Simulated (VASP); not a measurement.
**BaTiO3: single point with PBEsol+U**

The system is BaTiO3.

```xyz
5
Lattice="4.0060 0.0000 0.0000 0.0000 4.0060 0.0000 0.0000 0.0000 4.0060" Properties=species:S:1:pos:R:3 pbc="T T T"
Ba    2.0030    2.0030    2.0030
Ti    0.0000    0.0000    0.0000
O     0.0000    0.0000    2.0030
O     0.0000    2.0030    0.0000
O     2.0030    0.0000    0.0000
```

```json
{
 "Program": "VASP 6.6.1",
 "Task": "single point",
 "Functional": "PBEsol",
 "Potentials or basis": "VASP PAW PBE potentials, release 64 (Ba_sv, Ti_sv, O_h)",
 "Cutoff": "910 eV",
 "k mesh": "7 × 7 × 7",
 "Occupations": "fermi-dirac, width 0.05 eV",
 "Spin": "no spin polarisation",
 "Hubbard terms": "Ti d U = 1.0 eV"
}
```

The pressure is -2.4 GPa and the band gap on the k mesh is 1.87 eV, indirect (least direct gap 1.96 eV).

Levels at points of the mesh, in eV from the valence-band top:
| k point | band 18 | band 19 | band 20 | band 21 | band 22 | band 23 |
| --- | --- | --- | --- | --- | --- | --- |
| (0.00, 0.00, 0.00) | -0.09 | -0.09 | -0.09 | 1.87 | 1.87 | 1.87 |

Eigenvalues of the final occupation matrices:
| site | spin | trace | eigenvalues |
| --- | --- | --- | --- |
| site 2 d | 1 | 0.85 | 0.12 0.12 0.12 0.24 0.24 |
| site 2 d | 2 | 0.85 | 0.12 0.12 0.12 0.24 0.24 |

Run time: 38 s on 1 thread of Intel(R) Xeon(R) 6975P-C (Granite Rapids), on a shared host, peak memory 0.28 GiB.

Caveat: the cutoff is under 1.25 times the usual one of these potentials, so pressure, stress and relaxed cells hold a basis-set (Pulay) error; the PAW data sets were made with another functional, which shifts forces and pressure a little; spin-orbit coupling is left out, which moves the levels of the heavy elements. A k mesh can miss the band edges.
